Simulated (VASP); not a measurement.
# Ni (Im-3m) in VASP: notebook

The runs below take Ni through single point, with PBE.

Program: VASP 6.6.1. These are calculated values, not measurements. Logs are shortened: lines on timing, memory, paths and dates and some standing lists are left out, and cuts for length are marked.

**1. The cell of the first run**

The structure is cubic, space group Im-3m (No. 229). The conventional cell has a = 2.801 Å, b = 2.801 Å, c = 2.801 Å, α = 90.00°, β = 90.00°, γ = 90.00°. Ni (site symmetry m-3m) has 14 Ni at 2.43 to 2.80 Å within 3.2 Å.

**2. Single point, PBE, collinear spin, ferromagnetic start**

INCAR

```
SYSTEM = Ni
  PREC = Accurate
  ENCUT = 520
  EDIFF = 1E-7
  ISMEAR = 0
  SIGMA = 0.05
  LREAL = .FALSE.
  LASPH = .TRUE.
  NELM = 150
  ALGO = Normal
  ISIF = 2
  LWAVE = .FALSE.
  LCHARG = .FALSE.
  ISPIN = 2
  MAGMOM = 0.68
  LORBIT = 11
  LMAXMIX = 4
  GGA = PE
  NBANDS = 15
```

KPOINTS

```
Automatic mesh
0
G
  20 20 20
  0 0 0
```

POSCAR

```
Ni
1.0
   -1.4005384135      1.4005384135      1.4005384135
    1.4005384135     -1.4005384135      1.4005384135
    1.4005384135      1.4005384135     -1.4005384135
Ni
1
Direct
    0.0000000000      0.0000000000      0.0000000000
```

Potentials or basis: VASP PAW PBE potentials, release 64 (Ni).

Run with:

```console
$ cat potpaw_PBE.64/Ni/POTCAR > POTCAR
$ mpirun -np 1 vasp_std > vasp.out
```

OUTCAR:

```text
SYSTEM = Ni
   PREC = Accurate
   ENCUT = 520
   EDIFF = 1E-7
   ISMEAR = 0
   LREAL = .FALSE.
   LASPH = .TRUE.
   NELM = 150
   ISIF = 2
   ISPIN = 2
   LORBIT = 11
   GGA = PE

 ion  position               nearest neighbor table
   1  0.000  0.000  0.000-

  LATTYP: Found a body centered cubic cell.
 ALAT       =     2.8010768270

  Lattice vectors:

 A1 = (  -1.4005384135,   1.4005384135,   1.4005384135)
 A2 = (   1.4005384135,  -1.4005384135,   1.4005384135)
 A3 = (   1.4005384135,   1.4005384135,  -1.4005384135)

Analysis of symmetry for initial positions (statically):
=====================================================================
 Subroutine PRICEL returns:
 Original cell was already a primitive cell.

 Routine SETGRP: Setting up the symmetry group for a
 body centered cubic supercell.

 Subroutine GETGRP returns: Found 48 space group operations
 (whereof 48 operations were pure point group operations)
 out of a pool of 48 trial point group operations.

The static configuration has the point symmetry O_h .

Analysis of symmetry for dynamics (positions and initial velocities):
=====================================================================
 Subroutine PRICEL returns:
 Original cell was already a primitive cell.

 Routine SETGRP: Setting up the symmetry group for a
 body centered cubic supercell.

 Subroutine GETGRP returns: Found 48 space group operations
 (whereof 48 operations were pure point group operations)
 out of a pool of 48 trial point group operations.

The dynamic configuration has the point symmetry O_h .

Analysis of structural, dynamic, and magnetic symmetry:
=====================================================================
 Subroutine PRICEL returns:
 Original cell was already a primitive cell.

 Routine SETGRP: Setting up the symmetry group for a
 body centered cubic supercell.

 Subroutine GETGRP returns: Found 48 space group operations
 (whereof 48 operations were pure point group operations)
 out of a pool of 48 trial point group operations.

The overall configuration has the point symmetry O_h .

 Subroutine INISYM returns: Found 48 space group operations
 (whereof 48 operations are pure point group operations),
 and found     1 'primitive' translations

----------------------------------------------------------------------------------------

                                     Primitive cell

  volume of cell :      10.9887

  direct lattice vectors                    reciprocal lattice vectors
    -1.400538414  1.400538414  1.400538414     0.000000000  0.357005560  0.357005560
     1.400538414 -1.400538414  1.400538414     0.357005560  0.000000000  0.357005560
     1.400538414  1.400538414 -1.400538414     0.357005560  0.357005560  0.000000000

  length of vectors
     2.425803690  2.425803690  2.425803690     0.504882104  0.504882104  0.504882104

  position of ions in fractional coordinates (direct lattice)
     0.000000000  0.000000000  0.000000000

  ion indices of the primitive-cell ions
   primitive index   ion index
                 1           1

----------------------------------------------------------------------------------------

 KPOINTS: Automatic mesh

Automatic generation of k-mesh.
 Grid dimensions read from file:
 generate k-points for:   20   20   20

 Generating k-lattice:

  Cartesian coordinates                     Fractional coordinates (reciprocal lattice)
     0.000000000  0.017850278  0.017850278     0.050000000  0.000000000  0.000000000
     0.017850278  0.000000000  0.017850278     0.000000000  0.050000000  0.000000000
     0.017850278  0.017850278  0.000000000     0.000000000  0.000000000  0.050000000

  Length of vectors
     0.025244105  0.025244105  0.025244105

  Shift w.r.t. Gamma in fractional coordinates (k-lattice)
     0.000000000  0.000000000  0.000000000

 Subroutine IBZKPT returns following result:
 ===========================================

 Found    256 irreducible k-points:

 Following reciprocal coordinates:
            Coordinates               Weight
  0.000000  0.000000  0.000000      1.000000
  0.050000  0.000000  0.000000     12.000000
  0.100000  0.000000  0.000000     12.000000
  0.150000  0.000000  0.000000     12.000000
  0.200000  0.000000  0.000000     12.000000
  0.250000  0.000000  0.000000     12.000000
[... 16 lines left out ...]
  0.200000  0.100000  0.000000     48.000000
  0.250000  0.100000  0.000000     48.000000
 [... further k-points ...]
   k-points           NKPTS =    256   k-points in BZ     NKDIM =    256   number of bands    NBANDS=     15
   number of dos      NEDOS =    301   number of ions     NIONS =      1
   total plane-waves  NPLWV =   5832
   dimension x,y,z NGX =    18 NGY =   18 NGZ =   18
   dimension x,y,z NGXF=    36 NGYF=   36 NGZF=   36
   ions per type =               1
   NGX,Y,Z   is equivalent  to a cutoff of  12.34, 12.34, 12.34 a.u.
   NGXF,Y,Z  is equivalent  to a cutoff of  24.67, 24.67, 24.67 a.u.
 SYSTEM =  Ni
   PREC   = accura    normal or accurate (medium, high low for compatibility)
   ISTART =      0    job   : 0-new  1-cont  2-samecut
   ICHARG =      2    charge: 1-file 2-atom 10-const
   ISPIN  =      2    spin polarized calculation?
   LNONCOLLINEAR =      F non collinear calculations
   LSORBIT =      F    spin-orbit coupling
   LASPH  =      T    aspherical Exc in radial PAW
   ENCUT  =  520.0 eV  38.22 Ry    6.18 a.u.   4.51  4.51  4.51*2*pi/ulx,y,z
   NELM   =    150;   NELMIN=  2; NELMDL= -5     # of ELM steps
   EDIFF  = 0.1E-06   stopping-criterion for ELM
   LREAL  =      F    real-space projection
   EDIFFG = 0.1E-05   stopping-criterion for IOM
   NSW    =      0    number of steps for IOM
   IBRION =     -1    ionic relax: 0-MD 1-quasi-New 2-CG
   NFREE  =      0    steps in history (QN), initial steepest desc. (CG)
   ISIF   =      2    stress and relaxation
   ISYM   =      2    0-nonsym 1-usesym 2-fastsym
   POTIM  = 0.5000    time-step for ionic-motion
   TEBEG  =    0.0;   TEEND  =   0.0 temperature during run
   PSTRESS=    0.0 pullay stress
   NELECT =      10.0000    total number of electrons
   NUPDOWN=      -1.0000    fix difference up-down
   EMIN   =  10.00;   EMAX   =-10.00  energy-range for DOS
   EFERMI =   0.00;   METHOD = LEGACY
   ISMEAR =     0;   SIGMA  =   0.05  broadening in eV -4-tet -1-fermi 0-gaus
   EFERMI_NEDOS =   21; number of points for ismear=-14 and -15
   IALGO  =     38    algorithm
   IMIX   =      4    mixing-type and parameters
     AMIX     =   0.40;   BMIX     =  1.00
     AMIX_MAG =   1.60;   BMIX_MAG =  1.00
  volume/ion in A,a.u.               =      10.99        74.16
  Fermi-wavevector in a.u.,A,eV,Ry     =   1.586450  2.997956 34.243478  2.516825
  Thomas-Fermi vector in A             =   2.685760
   LORBIT       =     11    0 simple, 1 ext, 2 COOP (PROOUT), +10 PAW based schemes
   GGA     = PE    functional components
   LHFCALC =     F    Hartree Fock is set to
   AEXX    =    0.0000 exact exchange contribution
   IVDW    =     0    specifies the selected vdW correction
   LEPSILON=     F    determine dielectric tensor
   LRPA    =     F    only Hartree local field effects (RPA)
 spin polarized calculation
 Gauss-broadening in eV      SIGMA  =   0.05
  energy-cutoff  :      520.00
  volume of cell :       10.99
 maximum number of plane-waves:       321
   NGX =  9   NGY =  9   NGZ =  9

 number of electron      10.0000000 magnetization       0.6800000

 number of electron       9.9999984 magnetization       0.5787642

 Free energy of the ion-electron system (eV)
  ---------------------------------------------------
  ext. energy  EPLUGINS =         0.00000000
  ---------------------------------------------------
  free energy    TOTEN  =        -5.37769514 eV

  energy without entropy =       -5.37626922  energy(sigma->0) =       -5.37698218

 E-fermi :   9.1103     XC(G=0): -13.1916

 val. band max:        9.1100067972   @ k =  -0.3000   0.5000   0.0500
 cond. band min:       9.1152174309   @ k =  -0.4000   0.5000   0.3000
 fundamental gap:      0.0052106337
 Fermi energy:         9.1103094837

 spin component 1

 k-point     1 :       0.0000    0.0000    0.0000
  band No.  band energies     occupation
      1       0.2906      1.00000
      2       6.8243      1.00000
      3       6.8243      1.00000
      4       6.8243      1.00000
      5       8.2416      1.00000
      6       8.2416      1.00000
      7      35.4648      0.00000
      8      35.4648      0.00000
      9      35.4648      0.00000
     10      40.2967      0.00000
     11      40.2967      0.00000
     12      41.1786      0.00000
     13      41.1786      0.00000
     14      41.1786      0.00000
     15      42.0072      0.00000
[... 397 lines left out ...]
 k-point    24 :       0.2500    0.1000    0.0000
  band No.  band energies     occupation
      1       3.6673      1.00000
      2       6.2417      1.00000
      3       6.6368      1.00000
      4       7.9812      1.00000
      5       8.3307      1.00000
      6       8.5339      1.00000
      7      22.3957      0.00000
      8      27.3293      0.00000
      9      30.6045      0.00000
     10      34.8285      0.00000
     11      38.9379      0.00000
     12      40.5941      0.00000
     13      46.8392      0.00000
     14      48.8326      0.00000
     15      52.6966      0.00000

 [... further k-points ...]

 spin component 2

 k-point     1 :       0.0000    0.0000    0.0000
  band No.  band energies     occupation
      1       0.2790      1.00000
      2       7.5386      1.00000
      3       7.5386      1.00000
      4       7.5386      1.00000
      5       8.7264      1.00000
      6       8.7264      1.00000
      7      35.3628      0.00000
      8      35.3628      0.00000
      9      35.3628      0.00000
     10      40.2195      0.00000
     11      40.2195      0.00000
     12      41.3655      0.00000
     13      41.3655      0.00000
     14      41.3655      0.00000
     15      42.1734      0.00000
[... 397 lines left out ...]
 k-point    24 :       0.2500    0.1000    0.0000
  band No.  band energies     occupation
      1       3.7359      1.00000
      2       6.8981      1.00000
      3       7.1639      1.00000
      4       8.5323      1.00000
      5       8.8780      1.00000
      6       9.2207      0.00090
      7      22.5447      0.00000
      8      27.3979      0.00000
      9      30.6882      0.00000
     10      34.8588      0.00000
     11      39.0068      0.00000
     12      40.6282      0.00000
     13      46.8521      0.00000
     14      48.8956      0.00000
     15      52.7800      0.00000

 [... further k-points ...]
[... 5 lines left out ...]
  --------------------------------------------------------------------------------------
  -------------------------------------------------------------------------------------
  Total       -0.0032186     -0.0032186     -0.0032186      0.0000000      0.0000000     -0.0000000
  in kB       -0.4692866     -0.4692866     -0.4692866      0.0000000      0.0000000     -0.0000000
  external PRESSURE =      -0.4692866 kB  Pullay stress =       0.0000000 kB

 VOLUME and BASIS-vectors are now :
 -----------------------------------------------------------------------------
  energy-cutoff  :      520.00
  volume of cell :       10.99
      direct lattice vectors                 reciprocal lattice vectors
    -1.400538414  1.400538414  1.400538414     0.000000000  0.357005560  0.357005560
     1.400538414 -1.400538414  1.400538414     0.357005560  0.000000000  0.357005560
     1.400538414  1.400538414 -1.400538414     0.357005560  0.357005560  0.000000000

 POSITION                                       TOTAL-FORCE (eV/Angst)
 -----------------------------------------------------------------------------------
      0.00000      0.00000      0.00000        -0.000000     -0.000000      0.000000
 -----------------------------------------------------------------------------------
    total drift:                                0.000000      0.000000      0.000000

  FREE ENERGIE OF THE ION-ELECTRON SYSTEM (eV)
  ---------------------------------------------------
  free  energy   TOTEN  =        -5.3776951374 eV

  energy  without entropy=       -5.3762692163  energy(sigma->0) =       -5.37698218

 total charge

# of ion       s       p       d       tot
------------------------------------------
    1        0.487   0.480   8.330   9.297

 magnetization (x)

# of ion       s       p       d       tot
------------------------------------------
    1       -0.004  -0.016   0.608   0.587
```

Run time: 34 s. Hardware: 1 thread of Intel Xeon 6975P-C (Granite Rapids), shared host; peak memory 0.17 GiB.

Results:

- Free energy: -5.3777 eV
- Pressure: 0.0 GPa
- Net moment: 0.58 μB per cell
- Site moments: Ni +0.59 μB
- Valence electrons inside the program's atomic spheres: Ni 9.30

**3. Single point, PBE, collinear spin, ferromagnetic start**

This run uses another cell than the first one, of 10.90 Å³/atom, 0.992 times its volume.

INCAR

```
PREC = Accurate ; ENCUT = 520
EDIFF = 1E-7 ; ISMEAR = 0
SIGMA = 0.05 ; LREAL = False
LASPH = True ; NELM = 150
ALGO = Normal ; ISIF = 2
LWAVE = False ; LCHARG = False
ISPIN = 2 ; MAGMOM = 0.8
LORBIT = 11 ; LMAXMIX = 4
GGA = PE ; NBANDS = 15
```

KPOINTS

```
regular mesh
0
Gamma
  20 20 20
```

POSCAR

```
Ni
1.0
   -1.3969149756      1.3969149756      1.3969149756
    1.3969149756     -1.3969149756      1.3969149756
    1.3969149756      1.3969149756     -1.3969149756
Ni
1
Direct
    0.0000000000      0.0000000000      0.0000000000
```

Potentials or basis: VASP PAW PBE potentials, release 64 (Ni).

Run with:

```console
$ cat potpaw_PBE.64/Ni/POTCAR > POTCAR
$ mpirun -np 1 vasp_std > vasp.out
```

Wall time 36 s (1 thread of Intel Xeon 6975P-C (Granite Rapids), shared host); peak memory 0.18 GiB.

Results (log left out):

```yaml
Free_energy: -5.3773 eV
Pressure: 1.5 GPa
Net_moment: 0.58 μB per cell
Site_moments: Ni +0.58 μB
Valence_electrons_inside_the_program's_atomic_spheres: Ni 9.31
```

Levels at points of the mesh, in eV from the Fermi level:
Spin up:
```
           k point  band 1  band 2  band 3  band 4  band 5  band 6  band 7  band 8  band 9  band 10
(0.00, 0.00, 0.00)   -8.87   -2.30   -2.30   -2.30   -0.87   -0.87   26.44   26.44   26.44    31.32
(0.50, 0.00, 0.00)   -4.60   -3.21   -0.96   -0.72   -0.08    0.28    6.46   19.09   20.01    23.76
(0.50, 0.50, 0.50)   -4.16   -4.16   -0.30   -0.30   -0.30    9.77    9.77    9.77   15.65    15.65
```
Spin down:
```csv
k point,band 1,band 2,band 3,band 4,band 5,band 6,band 7,band 8,band 9,band 10
"(0.00, 0.00, 0.00)",-8.88,-1.59,-1.59,-1.59,-0.39,-0.39,26.34,26.34,26.34,31.24
"(0.50, 0.00, 0.00)",-4.22,-2.56,-0.39,-0.22,0.25,0.74,6.82,19.03,20.12,23.90
"(0.50, 0.50, 0.50)",-3.83,-3.83,0.51,0.51,0.51,9.81,9.81,9.81,15.75,15.75
```

**4. Single point, PBE, collinear spin, antiferromagnetic start**

This run uses another cell than the first one: it holds 2 atoms, not 1.

INCAR

```
PREC = Accurate
ENCUT = 520
EDIFF = 1E-6
ISMEAR = 0
SIGMA = 0.05
LREAL = F
LASPH = T
NELM = 150
ALGO = Normal
ISIF = 2
LWAVE = F
LCHARG = F
ISPIN = 2
MAGMOM = 0.8 -0.8
LORBIT = 11
LMAXMIX = 4
GGA = PE
NBANDS = 21
```

KPOINTS

```
regular mesh
0
Gamma
  20 20 10
```

POSCAR

```
Ni
1.0
   -1.4005384135      1.4005384135      1.4005384135
    1.4005384135     -1.4005384135      1.4005384135
    2.8010768270      2.8010768270     -2.8010768270
Ni
2
Direct
    0.0000000000      0.0000000000      0.0000000000
    0.0000000000      0.0000000000      0.5000000000
```

Run with:

```console
$ cat potpaw_PBE.64/Ni/POTCAR > POTCAR
$ mpirun -np 1 vasp_std > vasp.out
```

Run time: 3.8 min. Hardware: 1 thread of Intel Xeon 6975P-C (Granite Rapids), shared host; peak memory 0.46 GiB.

Results (log left out):

| Property | Result |
| --- | --- |
| Free energy | -10.7237 eV |
| Pressure | -1.9 GPa |
| Band gap on the k mesh | zero (filled and empty bands overlap) |
| Net moment | 0.00 μB per cell |
| Valence electrons inside the program's atomic spheres | Ni 9.30 |

Levels at points of the mesh, in eV from the Fermi level:
Spin up:
```tsv
k point	band 8	band 9	band 10	band 11	band 12	band 13
(0.00, 0.00, 0.00)	-0.53	-0.53	-0.38	0.37	0.41	6.67
(0.50, 0.00, 0.00)	-0.38	0.37	0.37	0.40	0.41	6.67
(0.50, 0.50, 0.00)	0.18	0.18	0.37	0.41	6.67	9.84
(0.00, 0.00, 0.50)	-0.81	-0.74	-0.74	-0.48	-0.48	15.73
(0.50, 0.00, 0.50)	-0.68	-0.30	-0.30	2.08	2.08	10.81
(0.50, 0.50, 0.50)	-0.97	0.29	0.30	4.94	4.94	7.35
```
Spin down:
| k point | band 6 | band 7 | band 8 | band 9 | band 10 | band 11 | band 12 | band 13 | band 14 | band 15 |
| --- | --- | --- | --- | --- | --- | --- | --- | --- | --- | --- |
| (0.00, 0.00, 0.00) | -1.84 | -0.58 | -0.53 | -0.53 | -0.38 | 0.37 | 0.41 | 6.67 | 19.09 | 20.04 |
| (0.50, 0.00, 0.00) | -0.58 | -0.38 | -0.38 | 0.37 | 0.37 | 0.40 | 0.41 | 6.67 | 6.67 | 19.09 |
| (0.50, 0.50, 0.00) | -0.38 | 0.18 | 0.18 | 0.18 | 0.37 | 0.41 | 6.67 | 9.84 | 9.84 | 9.84 |
| (0.00, 0.00, 0.50) | -1.97 | -0.81 | -0.81 | -0.74 | -0.74 | -0.48 | -0.48 | 15.73 | 15.73 | 22.03 |
| (0.50, 0.00, 0.50) | -2.29 | -0.68 | -0.68 | -0.30 | -0.30 | 2.08 | 2.08 | 10.81 | 10.81 | 11.51 |
| (0.50, 0.50, 0.50) | -1.53 | -0.98 | -0.97 | 0.29 | 0.30 | 4.94 | 4.94 | 7.35 | 7.35 | 13.62 |

**5. Single point, PBE, collinear spin, antiferromagnetic start**

This run uses another cell than the first one: it holds 2 atoms, not 1.

INCAR

```
SYSTEM = Ni
ALGO = Normal ; EDIFF = 1E-6
ENCUT = 520 ; GGA = PE
ISIF = 2 ; ISMEAR = 0
ISPIN = 2 ; LASPH = .TRUE.
LCHARG = .TRUE. ; LELF = .TRUE.
LMAXMIX = 4 ; LORBIT = 11
LREAL = .FALSE. ; LVHAR = .TRUE.
LWAVE = .FALSE. ; MAGMOM = 0.8 -0.8
NBANDS = 21 ; NELM = 150
PREC = Accurate ; SIGMA = 0.05
```

KPOINTS

```
k-points
0
G
  20 20 10
  0 0 0
```

POSCAR

```
Ni
1.0
    0.0000000000      2.8010768270      0.0000000000
    2.8010768270      0.0000000000      0.0000000000
    2.8010768270      2.8010768270     -2.8010768270
Ni
2
Direct
    0.0000000000      0.0000000000      0.0000000000
    0.0000000000      0.0000000000      0.5000000000
```

Run with:

```console
$ cat potpaw_PBE.64/Ni/POTCAR > POTCAR
$ mpirun -np 1 vasp_std > vasp.out
```

It took 54 s on 1 thread of Intel Xeon 6975P-C (Granite Rapids), shared host; peak memory 0.23 GiB.

It converged, with:

- Free energy: -10.7237 eV
- Pressure: -1.9 GPa
- Band gap on the k mesh: zero (filled and empty bands overlap)
- Net moment: 0.00 μB per cell
- Valence electrons inside the program's atomic spheres: Ni 9.30

Levels at points of the mesh, in eV from the Fermi level:
Spin up:
```csv
k point,band 8,band 9,band 10,band 11,band 12,band 13
"(0.00, 0.00, 0.00)",-0.53,0.18,0.18,0.18,9.84,9.84
"(0.50, 0.00, 0.00)",-0.38,0.37,0.37,0.41,0.41,6.67
"(0.00, 0.00, 0.50)",-1.48,-0.84,-0.84,0.39,0.39,16.88
"(0.50, 0.50, 0.50)",-0.35,-0.35,-0.35,8.34,8.34,8.34
```
Spin down:
```tsv
k point	band 8	band 9	band 10	band 11	band 12	band 13
(0.00, 0.00, 0.00)	-0.53	0.18	0.18	0.18	9.84	9.84
(0.50, 0.00, 0.00)	-0.38	0.37	0.37	0.41	0.41	6.67
(0.00, 0.00, 0.50)	-1.48	-0.84	-0.84	0.39	0.39	16.88
(0.50, 0.50, 0.50)	-0.35	-0.35	-0.35	8.34	8.34	8.34
```

**6. Summary**

| spin | cell | k mesh | gap on the mesh (eV) | pressure (GPa) | moment (μB) |
| --- | --- | --- | --- | --- | --- |
| collinear, ferromagnetic start | a = 2.426 Å, angles 109.5°, 1 atom | 20 × 20 × 20 | none | 0.0 | 0.58 |
| collinear, ferromagnetic start | a = 2.420 Å, angles 109.5°, 1 atom | 20 × 20 × 20 | none | 1.5 | 0.58 |
| collinear, antiferromagnetic start | a = 2.426, b = 2.426, c = 4.852 Å, angles 109.5°, 2 atoms | 20 × 20 × 10 | none | -1.9 | 0.00 |
| collinear, antiferromagnetic start | a = 2.801, b = 2.801, c = 4.852 Å, angles 54.7, 54.7, 90.0°, 2 atoms | 20 × 20 × 10 | none | -1.9 | 0.00 |

Alike in all rows: task single point; level PBE; potentials or basis VASP PAW PBE potentials, release 64 (Ni); cutoff (eV) 520; smearing gaussian 0.05 eV.

Absolute energies hang on the potentials; compare differences alone.
